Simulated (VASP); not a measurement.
# MoSe: single point with PBEsol

The system is MoSe.

```
CELL_PARAMETERS angstrom
0.00000 2.83145 2.83145
2.83145 0.00000 2.83145
2.83145 2.83145 0.00000
ATOMIC_POSITIONS crystal
Mo 0.00000 0.00000 0.00000
Se 0.25000 0.25000 0.25000
```

```json
{
  "Program": "VASP 6.6.1",
  "Task": "single point",
  "Functional": "PBEsol",
  "Potentials or basis": "VASP PAW PBE potentials, release 64 (Mo_sv, Se)",
  "Cutoff": "520 eV",
  "k mesh": "10 × 10 × 10",
  "Occupations": "methfessel-paxton, width 0.005 eV",
  "Spin": "collinear spin",
  "Starting moments": "[3.0, 0.0] μB",
  "Dipole correction": "no",
  "Further INCAR settings": "ALGO = Normal; EDIFF = 1e-06; NBANDS = 21"
}
```

```yaml
Pressure: -3.2 GPa
Net_moment: 1.14 μB per cell
Site_moments: Mo +1.00; Se -0.01 μB
Valence_electrons_inside_the_program's_atomic_spheres: Mo 12.45; Se 3.97
```

Levels at points of the mesh, in eV from the Fermi level:
Spin up:
```tsv
k point	band 6	band 7	band 8	band 9	band 10	band 11	band 12	band 13	band 14	band 15
(0.00, 0.00, 0.00)	-4.99	-4.99	-4.99	-0.98	-0.98	1.07	4.08	4.08	4.08	7.40
(0.50, 0.00, 0.00)	-5.64	-4.62	-4.62	-0.63	-0.63	-0.32	2.07	2.07	3.62	8.03
(0.50, 0.50, 0.00)	-6.15	-3.88	-3.88	-1.68	-0.29	-0.24	0.47	0.47	5.72	7.06
```
Spin down:
```csv
k point,band 7,band 8,band 9,band 10,band 11,band 12
"(0.00, 0.00, 0.00)",-4.75,-4.75,-0.10,-0.10,1.28,4.38
"(0.50, 0.00, 0.00)",-4.37,-4.37,0.16,0.21,0.21,2.42
"(0.50, 0.50, 0.00)",-3.72,-3.72,-1.32,0.44,0.73,0.93
```

It took 75 s on 1 thread of AMD EPYC 7R13 Processor (Zen 3), with other jobs on the host, peak memory 0.2 GiB.

Caveat: the cell stands under tension; the PAW data sets were made with another functional, which shifts forces and pressure a little.
